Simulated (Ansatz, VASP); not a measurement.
# CdSeS4 in VASP and in Ansatz

Contents of INCAR:

```
SYSTEM = CdSeS4
PREC = Accurate
ENCUT = 600
EDIFF = 1E-6
ISMEAR = 0
SIGMA = 0.1
LREAL = .FALSE.
LASPH = .TRUE.
NELM = 80
ALGO = Normal
ISIF = 3
LWAVE = .FALSE.
LCHARG = .FALSE.
GGA = PE
IBRION = 2
NSW = 90
EDIFFG = -0.04
```

The input KPOINTS:

```
regular mesh
0
G
  4 4 4
  0 0 0
```

Contents of POSCAR:

```
CdSeS4
1.0
    4.9739298200      0.0000000000      0.0000000000
    0.0000000000      4.9739298200      0.0000000000
    0.0000000000      0.0000000000      7.0980482700
Cd Se S
1 1 4
Direct
    0.5000000000      0.5000000000      0.5000000000
    0.0000000000      0.0000000000      0.0000000000
    0.5000000000      0.0000000000      0.7628759100
    0.0000000000      0.5000000000      0.2371240900
    0.5000000000      0.0000000000      0.2371240900
    0.0000000000      0.5000000000      0.7628759100
```

Input for Ansatz:

```yaml
crystal:
  lattice:
    - [4.97392982, 0.0, 0.0]
    - [0.0, 4.97392982, 0.0]
    - [0.0, 0.0, 7.09804827]
  atoms:
    - { symbol: Cd, position: [0.5, 0.5, 0.5] }
    - { symbol: Se, position: [0.0, 0.0, 0.0] }
    - { symbol: S, position: [0.5, 0.0, 0.76287591] }
    - { symbol: S, position: [0.0, 0.5, 0.23712409] }
    - { symbol: S, position: [0.5, 0.0, 0.23712409] }
    - { symbol: S, position: [0.0, 0.5, 0.76287591] }
basis:
  ecutwfc: 420
kpoints:
  mp_grid: { grid: [4, 4, 4] }
hamiltonian:
  xc: pbe
scf:
  occupations: { method: gaussian, width: 0.1 }
  lower_state_search: "off"
output:
  forces: true
  stress: true
  eigenvalues: true
relax:
  adjacent_minimum: "off"
  f_tol: 0.04
  max_steps: 70
  cell: { stress_tol: 0.4 }
```

Change from the starting cell: species swapped into the Na4TeSe type (P4/mmm, No. 123).

Alike in both runs: task relaxation of cell and atoms; functional PBE; k mesh 4 × 4 × 4; occupations gaussian, width 0.1 eV; no spin polarisation.

|  | VASP | Ansatz |
| --- | --- | --- |
| version | VASP 6.6.1 | Ansatz 0.2.0 |
| potentials or method | VASP PAW PBE potentials, release 64 (Cd, Se, S), cutoff 600 eV | scalar-relativistic, plane waves, PAW |
| valence electrons in the cell | 42 | 60 |

Ansatz gave:

| Property | Result |
| --- | --- |
| gap on the k mesh at the Fermi level, each at its own relaxed structure (eV) | none |
| relaxed volume (Å³/atom) | 21.36 |
| relaxed length of the cell vector where the two differ most in proportion (Å) | 5.034 |

Question: Estimate VASP's values.

Answer: gap on the k mesh at the Fermi level, each at its own relaxed structure (eV): none; relaxed volume (Å³/atom): 21.46; relaxed length of the cell vector where the two differ most in proportion (Å): 5.044.

A gap of «none» marks a metal or a gap that the smearing closes. VASP's potentials hold 42 valence electrons a cell and Ansatz's 60, so a difference there can come from the potentials and not from the codes.

Noted on VASP's run: the volume moved by over 15 % at a fixed basis, so the end points are rough.
